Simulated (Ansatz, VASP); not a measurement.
Fe in VASP and in Ansatz

Contents of INCAR:

```
  PREC = Accurate
  ENCUT = 520
  EDIFF = 1E-8
  ISMEAR = -1
  SIGMA = 0.08
  LREAL = F
  LASPH = T
  NELM = 60
  ALGO = Normal
  ISIF = 2
  LWAVE = F
  LCHARG = F
  GGA = PS
  LEFG = T
  NBANDS = 15
```

The input KPOINTS:

```
regular mesh
0
Gamma
  17 17 10
```

Contents of POSCAR:

```
Fe
1.0
    2.4260165292      0.0000000000      0.0000000000
   -1.2130082646      2.1009919443      0.0000000000
    0.0000000000      0.0000000000      3.8290850949
Fe
2
Direct
    0.3333333333      0.6666666667      0.2500000000
    0.6666666667      0.3333333333      0.7500000000
```

Input for Ansatz:

```yaml
crystal:
  lattice:
    - [2.4260165292, 0.0, 0.0]
    - [-1.2130082646, 2.1009919443, 0.0]
    - [0.0, 0.0, 3.8290850949]
  atoms:
    - { symbol: Fe, position: [0.3333333333, 0.6666666667, 0.25] }
    - { symbol: Fe, position: [0.6666666667, 0.3333333333, 0.75] }
kpoints:
  mp_grid: { grid: [17, 17, 10] }
scf:
  occupations: { method: fermi_dirac, width: 0.08 }
hamiltonian:
  xc: pbesol
  pseudopotentials: { kind: all_electron, datasets: crystal }
output:
  forces: true
  stress: true
  eigenvalues: true
  efg: { contact_densities: true }
```

Change from the starting cell: volume scaled by 0.99, crystal datasets.

Alike in both runs: task electric field gradients; functional PBEsol; k mesh 17 × 17 × 10; occupations fermi-dirac, width 0.08 eV; no spin polarisation.

```csv
,VASP,Ansatz
version,VASP 6.6.1,Ansatz 0.2.0
potentials or method,"VASP PAW PBE potentials, release 64 (Fe), cutoff 520 eV","all-electron PAW with datasets made for the crystal, scalar-relativistic"
```

VASP gave:

| Quantity | Value |
| --- | --- |
| pressure (GPa) | 1.6 |
| traceless stress, the component that is largest in VASP (GPa) | 0.60 |
| size of Vzz on the site where it differs most (V/Å²) | 8.3 |

Problem. Estimate Ansatz's values.

Solution. Pressure (GPa): 2.0; traceless stress, the component that is largest in VASP (GPa): 0.70; size of Vzz on the site where it differs most (V/Å²): 4.7.

VASP's potentials were made for PBE, not for PBEsol. Ansatz ran all-electron here, and VASP with PAW potentials. Ansatz's warnings: printed levels off.
